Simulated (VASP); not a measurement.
A run of VASP 6.6.1 is set up as follows.

INCAR

```
SYSTEM = BaTiO3
PREC = Accurate
ENCUT = 910
EDIFF = 1E-8
ISMEAR = -1
SIGMA = 0.05
LREAL = .False.
LASPH = .True.
NELM = 120
ALGO = Normal
ISIF = 2
LWAVE = .False.
LCHARG = .False.
GGA = PE
LEFG = .True.
NBANDS = 28
GGA_COMPAT = .False.
```

KPOINTS

```
regular mesh
0
Gamma
  8 8 8
  0 0 0
```

The input POSCAR:

```
BaTiO3
1.0
    3.9531406582      0.0000000000      0.0000000000
    0.0000000000      3.9531406582      0.0000000000
    0.0000000000      0.0000000000      3.9531406582
Ba Ti O
1 1 3
Direct
    0.5000000000      0.5000000000      0.5000000000
    0.0000000000      0.0000000000      0.0000000000
    0.5000000000      0.0000000000      0.0000000000
    0.0000000000      0.5000000000      0.0000000000
    0.0000000000      0.0000000000      0.5000000000
```

Potentials or basis: VASP PAW PBE potentials, release 64 (Ba_sv, Ti_sv, O_h).

Command:

```bash
$ cat potpaw_PBE.64/Ba_sv/POTCAR potpaw_PBE.64/Ti_sv/POTCAR potpaw_PBE.64/O_h/POTCAR > POTCAR
$ mpirun -np 1 vasp_std > vasp.out
```

**Question.** Estimate the band gap on the k mesh.

**Answer.** 1.82 eV, indirect (least direct gap 1.93 eV).

**Question.** Estimate the pressure.

**Answer.** 10.8 GPa.

Electric field gradients, principal values (V/Å²):
```csv
atom,least,middle,greatest (by size)
1 Ba,0.000,0.000,0.000
2 Ti,0.000,0.000,0.000
3 O,-10.822,-10.822,21.645
4 O,-10.822,-10.822,21.645
5 O,-10.822,-10.822,21.645
```

Caveat: the cutoff is under 1.25 times the usual one of these potentials, so pressure, stress and relaxed cells hold a basis-set (Pulay) error; without QUAD_EFG the Cq values of the log hold for a quadrupole moment of 1 mb, not for the nuclei; spin-orbit coupling is left out, which moves the levels of the heavy elements. A k mesh can miss the band edges.
